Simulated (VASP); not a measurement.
# ZrSi7 (P-43m) in VASP: relaxation of cell and atoms with PBE

Aim: the relaxation of cell and atoms of ZrSi7 with PBE.

Program: VASP 6.6.1. These are calculated values, not measurements. Logs are shortened: lines on timing, memory, paths and dates and some standing lists are left out, and cuts for length are marked.

## (1) The cell of the first run

It takes space group P-43m (No. 215, cubic). Conventional cell: a = 5.650 Å, b = 5.650 Å, c = 5.650 Å, α = 90.00°, β = 90.00°, γ = 90.00°. Within 3.4 Å of Zr (site symmetry -43m) lie 4 Si at 2.60 Å. Si (site symmetry 3m) has 3 Si at 2.40 Å and 1 Zr at 2.60 Å within 3.2 Å. Within 3.2 Å of Si (site symmetry -42m) lie 4 Si at 2.40 Å.

## (2) Relaxation of cell and atoms, PBE

INCAR

```
ALGO = Normal
EDIFF = 1E-6
EDIFFG = -0.005
ENCUT = 600
GGA = PE
IBRION = 2
ISIF = 3
ISMEAR = 0
LASPH = True
LCHARG = False
LREAL = False
LWAVE = False
NELM = 80
NSW = 100
PREC = Accurate
SIGMA = 0.1
```

KPOINTS

```
k-points
0
Gamma
  6 6 6
```

POSCAR

```
ZrSi7
1.0
    5.6503526372      0.0000000000      0.0000000000
    0.0000000000      5.6503526372      0.0000000000
    0.0000000000      0.0000000000      5.6503526372
Zr Si
1 7
Direct
    0.0000000000      0.0000000000      0.0000000000
    0.2659116153      0.2659116153      0.2659116153
    0.0000000000      0.5000000000      0.5000000000
    0.5000000000      0.5000000000      0.0000000000
    0.5000000000      0.0000000000      0.5000000000
    0.7340883847      0.2659116153      0.7340883847
    0.7340883847      0.7340883847      0.2659116153
    0.2659116153      0.7340883847      0.7340883847
```

Potentials or basis: VASP PAW PBE potentials, release 64 (Zr_sv, Si).

Run with:

```bash
> cat potpaw_PBE.64/Zr_sv/POTCAR potpaw_PBE.64/Si/POTCAR > POTCAR
> mpirun -np 1 vasp_std > vasp.out
```

OUTCAR:

```text
EDIFF = 1E-6
   EDIFFG = -0.005
   ENCUT = 600
   GGA = PE
   IBRION = 2
   ISIF = 3
   ISMEAR = 0
   LASPH = True
   LREAL = False
   NELM = 80
   NSW = 100
   PREC = Accurate

 ion  position               nearest neighbor table
   1  0.000  0.000  0.000-   2 2.60   6 2.60   7 2.60   8 2.60
   2  0.266  0.266  0.266-   3 2.40   4 2.40   5 2.40   1 2.60
   3  0.000  0.500  0.500-   2 2.40   6 2.40   7 2.40   8 2.40
   4  0.500  0.500  0.000-   2 2.40   6 2.40   7 2.40   8 2.40
   5  0.500  0.000  0.500-   2 2.40   6 2.40   7 2.40   8 2.40
   6  0.734  0.266  0.734-   3 2.40   4 2.40   5 2.40   1 2.60
   7  0.734  0.734  0.266-   3 2.40   4 2.40   5 2.40   1 2.60
   8  0.266  0.734  0.734-   3 2.40   4 2.40   5 2.40   1 2.60

  LATTYP: Found a simple cubic cell.
 ALAT       =     5.6503526372

  Lattice vectors:

 A1 = (   5.6503526372,   0.0000000000,   0.0000000000)
 A2 = (   0.0000000000,   5.6503526372,   0.0000000000)
 A3 = (   0.0000000000,   0.0000000000,   5.6503526372)

Analysis of symmetry for initial positions (statically):
=====================================================================
 Subroutine PRICEL returns:
 Original cell was already a primitive cell.

 Routine SETGRP: Setting up the symmetry group for a
 simple cubic supercell.

 Subroutine GETGRP returns: Found 24 space group operations
 (whereof 24 operations were pure point group operations)
 out of a pool of 48 trial point group operations.

The static configuration has the point symmetry T_d .

Analysis of symmetry for dynamics (positions and initial velocities):
=====================================================================
 Subroutine PRICEL returns:
 Original cell was already a primitive cell.

 Routine SETGRP: Setting up the symmetry group for a
 simple cubic supercell.

 Subroutine GETGRP returns: Found 24 space group operations
 (whereof 24 operations were pure point group operations)
 out of a pool of 48 trial point group operations.

The dynamic configuration has the point symmetry T_d .

 Subroutine INISYM returns: Found 24 space group operations
 (whereof 24 operations are pure point group operations),
 and found     1 'primitive' translations

----------------------------------------------------------------------------------------

                                     Primitive cell

  volume of cell :     180.3959

  direct lattice vectors                    reciprocal lattice vectors
     5.650352637  0.000000000  0.000000000     0.176980104  0.000000000  0.000000000
     0.000000000  5.650352637  0.000000000     0.000000000  0.176980104  0.000000000
     0.000000000  0.000000000  5.650352637     0.000000000  0.000000000  0.176980104

  length of vectors
     5.650352637  5.650352637  5.650352637     0.176980104  0.176980104  0.176980104

  position of ions in fractional coordinates (direct lattice)
     0.000000000  0.000000000  0.000000000
     0.265911615  0.265911615  0.265911615
     0.000000000  0.500000000  0.500000000
     0.500000000  0.500000000  0.000000000
     0.500000000  0.000000000  0.500000000
     0.734088385  0.265911615  0.734088385
     0.734088385  0.734088385  0.265911615
     0.265911615  0.734088385  0.734088385

  ion indices of the primitive-cell ions
   primitive index   ion index
                 1           1
                 2           2
                 3           3
                 4           4
                 5           5
                 6           6
                 7           7
[... 82 lines left out ...]
   EFERMI =   0.00;   METHOD = LEGACY
   ISMEAR =     0;   SIGMA  =   0.10  broadening in eV -4-tet -1-fermi 0-gaus
   EFERMI_NEDOS =   21; number of points for ismear=-14 and -15
   IALGO  =     38    algorithm
   IMIX   =      4    mixing-type and parameters
     AMIX     =   0.40;   BMIX     =  1.00
     AMIX_MAG =   1.60;   BMIX_MAG =  1.00
  volume/ion in A,a.u.               =      22.55       152.17
  Fermi-wavevector in a.u.,A,eV,Ry     =   0.990876  1.872484 13.358677  0.981835
  Thomas-Fermi vector in A             =   2.122577
   LORBIT       =      0    0 simple, 1 ext, 2 COOP (PROOUT), +10 PAW based schemes
   GGA     = PE    functional components
   LHFCALC =     F    Hartree Fock is set to
   AEXX    =    0.0000 exact exchange contribution
   IVDW    =     0    specifies the selected vdW correction
   LEPSILON=     F    determine dielectric tensor
   LRPA    =     F    only Hartree local field effects (RPA)
 conjugate gradient relaxation of ions
 non-spin polarized calculation
 Gauss-broadening in eV      SIGMA  =   0.10
  energy-cutoff  :      600.00
  volume of cell :      180.40
 maximum number of plane-waves:      6062
 NGX is ok and might be reduce to    48
   NGX = 23   NGY = 23   NGZ = 23

--------------------------------------- Ionic step        1  -------------------------------------------

 number of electron      40.0000000 magnetization

 Free energy of the ion-electron system (eV)
  ---------------------------------------------------
  ext. energy  EPLUGINS =         0.00000000
  ---------------------------------------------------
  free energy    TOTEN  =       -44.16030364 eV

  energy without entropy =      -44.15323129  energy(sigma->0) =      -44.15676746

------------------------ aborting loop because EDIFF is reached ----------------------------------------

  FORCE on cell =-STRESS in cart. coord.  units (eV):
  Direction    XX          YY          ZZ          XY          YZ          ZX
  --------------------------------------------------------------------------------------
  -------------------------------------------------------------------------------------
  Total       -0.0504067     -0.0504067     -0.0504067      0.0000000     -0.0000000      0.0000000
  in kB       -0.4476849     -0.4476849     -0.4476849      0.0000000     -0.0000000      0.0000000
  external PRESSURE =      -0.4476849 kB  Pullay stress =       0.0000000 kB

 VOLUME and BASIS-vectors are now :
 -----------------------------------------------------------------------------
  energy-cutoff  :      600.00
  volume of cell :      180.40
      direct lattice vectors                 reciprocal lattice vectors
     5.650352637  0.000000000  0.000000000     0.176980104  0.000000000  0.000000000
     0.000000000  5.650352637  0.000000000     0.000000000  0.176980104  0.000000000
     0.000000000  0.000000000  5.650352637     0.000000000  0.000000000  0.176980104

 POSITION                                       TOTAL-FORCE (eV/Angst)
 -----------------------------------------------------------------------------------
      0.00000      0.00000      0.00000         0.000000     -0.000000      0.000000
      1.50249      1.50249      1.50249         0.000784      0.000784      0.000784
      0.00000      2.82518      2.82518         0.000000     -0.000000     -0.000000
      2.82518      2.82518      0.00000         0.000000     -0.000000      0.000000
      2.82518      0.00000      2.82518         0.000000     -0.000000     -0.000000
      4.14786      1.50249      4.14786        -0.000784      0.000784     -0.000784
      4.14786      4.14786      1.50249        -0.000784     -0.000784      0.000784
      1.50249      4.14786      4.14786         0.000784     -0.000784     -0.000784
 -----------------------------------------------------------------------------------
    total drift:                               -0.000000     -0.000000      0.000000

  FREE ENERGIE OF THE ION-ELECTRON SYSTEM (eV)
  ---------------------------------------------------
  free  energy   TOTEN  =       -44.1603036404 eV

  energy  without entropy=      -44.1532312895  energy(sigma->0) =      -44.15676746

--------------------------------------- Ionic step        2  -------------------------------------------

 number of electron      40.0000000 magnetization

 Free energy of the ion-electron system (eV)
  ---------------------------------------------------
  ext. energy  EPLUGINS =         0.00000000
  ---------------------------------------------------
  free energy    TOTEN  =       -44.16031937 eV

  energy without entropy =      -44.15321230  energy(sigma->0) =      -44.15676583

 E-fermi :   5.1763     XC(G=0):  -9.2256

 val. band max:        5.1038420434   @ k =   0.5000   0.0000   0.0000
 cond. band min:       5.1860035606   @ k =   0.1667   0.0000   0.0000
 fundamental gap:      0.0821615172
 Fermi energy:         5.1762574207

 k-point     1 :       0.0000    0.0000    0.0000
  band No.  band energies     occupation
      1     -43.4041      2.00000
      2     -21.4878      2.00000
      3     -21.4878      2.00000
      4     -21.4878      2.00000
      5      -5.8410      2.00000
      6      -2.5151      2.00000
[... 549 lines left out ...]
     24       6.4467      0.00000
     25       6.4467      0.00000

------------------------ aborting loop because EDIFF is reached ----------------------------------------

  FORCE on cell =-STRESS in cart. coord.  units (eV):
  Direction    XX          YY          ZZ          XY          YZ          ZX
  --------------------------------------------------------------------------------------
  -------------------------------------------------------------------------------------
  Total        0.0235189      0.0235189      0.0235189      0.0000000     -0.0000000      0.0000000
  in kB        0.2090730      0.2090730      0.2090730      0.0000000     -0.0000000      0.0000000
  external PRESSURE =       0.2090730 kB  Pullay stress =       0.0000000 kB

 VOLUME and BASIS-vectors are now :
 -----------------------------------------------------------------------------
  energy-cutoff  :      600.00
  volume of cell :      180.23
      direct lattice vectors                 reciprocal lattice vectors
     5.648635103  0.000000000  0.000000000     0.177033917 -0.000000000 -0.000000000
     0.000000000  5.648635103  0.000000000    -0.000000000  0.177033917  0.000000000
     0.000000000 -0.000000000  5.648635103    -0.000000000 -0.000000000  0.177033917

 POSITION                                       TOTAL-FORCE (eV/Angst)
 -----------------------------------------------------------------------------------
      0.00000      5.64864      0.00000        -0.000000      0.000000     -0.000000
      1.50208      1.50208      1.50208         0.001910      0.001910      0.001910
      0.00000      2.82432      2.82432        -0.000000      0.000000     -0.000000
      2.82432      2.82432      0.00000        -0.000000      0.000000     -0.000000
      2.82432      5.64864      2.82432        -0.000000      0.000000      0.000000
      4.14656      1.50208      4.14656        -0.001910      0.001910     -0.001910
      4.14656      4.14656      1.50208        -0.001910     -0.001910      0.001910
      1.50208      4.14656      4.14656         0.001910     -0.001910     -0.001910
 -----------------------------------------------------------------------------------
    total drift:                               -0.000000     -0.000000      0.000000

  FREE ENERGIE OF THE ION-ELECTRON SYSTEM (eV)
  ---------------------------------------------------
  free  energy   TOTEN  =       -44.1603193668 eV

  energy  without entropy=      -44.1532123017  energy(sigma->0) =      -44.15676583

 reached required accuracy - stopping structural energy minimisation
```

It took 2.9 min on 1 thread of Intel Xeon Platinum 8259CL at 2.50GHz (Skylake/Cascade Lake), shared host; peak memory 0.38 GiB.

Results:

| Item | Value |
| --- | --- |
| Free energy | -44.1603 eV |
| Relaxed volume | 22.53 Å³/atom |
| Relaxed cell | a = 5.649 Å, b = 5.649 Å, c = 5.649 Å, α = 90.00°, β = 90.00°, γ = 90.00° |
| Space group after relaxing (to 0.05 Å) | P-43m (No. 215) |
| Energy gained by relaxing | 0.0 meV/atom |
| Ionic steps | 2 |
| Pressure after relaxing | 0.0 GPa |
| Largest force after relaxing | 0.003 eV/Å |
| Band gap on the k mesh | zero (band 20 reaches 5.10 eV, above the bottom of band 21 at 5.07 eV) |

Forces in eV/Å, atoms in the order of the input:
```
Zr   0.000  0.000  0.000
Si   0.002  0.002  0.002
Si   0.000  0.000  0.000
Si   0.000  0.000  0.000
Si   0.000  0.000  0.000
Si  -0.002  0.002 -0.002
Si  -0.002 -0.002  0.002
Si   0.002 -0.002 -0.002
```

Final structure:
```
Zr Si
1.0
     5.64864    0.00000    0.00000
     0.00000    5.64864    0.00000
     0.00000    0.00000    5.64864
Zr Si
1 7
Direct
  0.00000 0.00000 0.00000
  0.26592 0.26592 0.26592
  0.00000 0.50000 0.50000
  0.50000 0.50000 0.00000
  0.50000 0.00000 0.50000
  0.73408 0.26592 0.73408
  0.73408 0.73408 0.26592
  0.26592 0.73408 0.73408
```

Levels at points of the mesh, in eV from the Fermi level:
| k point | band 17 | band 18 | band 19 | band 20 | band 21 | band 22 | band 23 | band 24 |
| --- | --- | --- | --- | --- | --- | --- | --- | --- |
| (0.00, 0.00, 0.00) | -1.93 | -0.69 | -0.69 | -0.69 | -0.10 | -0.10 | 0.86 | 1.24 |
| (0.50, 0.00, 0.00) | -2.13 | -1.00 | -0.07 | -0.07 | 1.00 | 1.19 | 1.56 | 1.85 |
| (0.50, 0.50, 0.00) | -1.42 | -1.34 | -0.09 | -0.09 | 1.32 | 1.46 | 1.87 | 2.10 |
| (0.50, 0.50, 0.50) | -1.13 | -0.73 | -0.73 | -0.73 | 1.02 | 1.02 | 1.27 | 1.27 |
